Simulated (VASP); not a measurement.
Write the native input for VASP 6.6.1 that does the following.

```yaml
Task: single point
Functional: PBE
Potentials_or_basis: VASP PAW PBE potentials, release 64 (Na_pv, Pt, S)
Cutoff: 520 eV
k_mesh: 4 × 4 × 4
Occupations: fermi-dirac, width 0.1 eV
Spin: no spin polarisation
Dipole_correction: no
Further_INCAR_settings: ALGO = Normal; EDIFF = 1e-06; NBANDS = 44; ISYM = 0
```

The structure of Na2Pt3S4 lies in POSCAR:

```
Na2Pt3S4
1.0
   -2.9812600000      5.0574120000      0.0000000000
    2.9812600000      0.0000000000      6.2051270000
    2.9812600000      5.0574120000      0.0000000000
Na Pt S
2 3 4
Direct
    0.3430000000      0.6860000000      0.6570000000
    0.6570000000      0.3140000000      0.3430000000
    0.0000000000      0.0000000000      0.0000000000
    0.0000000000      0.0000000000      0.5000000000
    0.5000000000      0.0000000000      0.0000000000
    0.2900000000      0.2400000000      0.0500000000
    0.9500000000      0.2400000000      0.7100000000
    0.7100000000      0.7600000000      0.9500000000
    0.0500000000      0.7600000000      0.2900000000
```

One way to write it, as run:

INCAR

```
SYSTEM = Na2Pt3S4
  ALGO = Normal
  EDIFF = 1E-6
  ENCUT = 520
  GGA = PE
  ISIF = 2
  ISMEAR = -1
  ISYM = 0
  LASPH = .TRUE.
  LCHARG = .FALSE.
  LREAL = .FALSE.
  LWAVE = .FALSE.
  NBANDS = 44
  NELM = 60
  PREC = Accurate
  SIGMA = 0.1
```

KPOINTS

```
k-points
0
G
  4 4 4
  0 0 0
```

Potentials or basis: VASP PAW PBE potentials, release 64 (Na_pv, Pt, S).

Run with:

```bash
$ cat potpaw_PBE.64/Na_pv/POTCAR potpaw_PBE.64/Pt/POTCAR potpaw_PBE.64/S/POTCAR > POTCAR
$ mpirun -np 1 vasp_std > vasp.out
```

It gave:

| Property | Result |
| --- | --- |
| Pressure | 13.8 GPa |
| Largest force | 2.742 eV/Å |
| Band gap on the k mesh | 0.76 eV, indirect (least direct gap 0.96 eV) |

Caveat: spin-orbit coupling is left out, which moves the levels of the heavy elements; forces of over 1 eV/Å act on the atoms, so gaps and moduli don't describe the material at rest.

Run time: 3.7 min on 1 thread of Intel(R) Xeon(R) 6975P-C (Granite Rapids) (shared host), peak memory 0.47 GiB.
